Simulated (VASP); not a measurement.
A run of VASP 6.6.1 is set up as follows.

The input INCAR:

```
SYSTEM = Ta
PREC     = Accurate       ! precision mode
ENCUT    = 520            ! plane-wave cutoff, eV
EDIFF    = 1E-6           ! SCF threshold, eV
ISMEAR   = 0              ! smearing method
SIGMA    = 0.15           ! smearing width, eV
LREAL    = .FALSE.        ! projectors in reciprocal space
LASPH    = .TRUE.         ! aspherical terms in the spheres
NELM     = 60             ! most SCF steps
ALGO     = Fast           ! electronic algorithm
ISIF     = 2              ! what is computed and relaxed
LWAVE    = .FALSE.        ! write WAVECAR
LCHARG   = .FALSE.        ! write CHGCAR
GGA      = PS             ! functional
NBANDS   = 18             ! bands
```

KPOINTS

```
regular mesh
0
G
  18 18 10
  0 0 0
```

The input POSCAR:

```
Ta
1.0
    2.9003720726      0.0000000000      0.0000000000
   -1.4501860363      2.5117958953      0.0000000000
    0.0000000000      0.0000000000      5.1662740000
Ta
2
Direct
    0.7562440087      0.5124880174      0.7064483030
    0.3333333333      0.6666666667      0.2500000000
```

Potentials or basis: VASP PAW PBE potentials, release 64 (Ta_pv).

Run with:

```bash
$ cat potpaw_PBE.64/Ta_pv/POTCAR > POTCAR
$ mpirun -np 1 vasp_std > vasp.out
```

Problem. Estimate the largest force.

Solution. 2.046 eV/Å.

Problem. Predict the pressure.

Solution. -3.5 GPa.

Forces on the atoms (eV/Å):
```
Ta   0.000  0.654  1.939
Ta   0.000 -0.654 -1.939
```

Caveat: the cell differs from its parent crystal (atom 1 (Ta) moved by (+0.450, -0.225) A along y and z); the stress differs along the axes, from -9 to 5 GPa; the PAW data sets were made with another functional, which shifts forces and pressure a little.
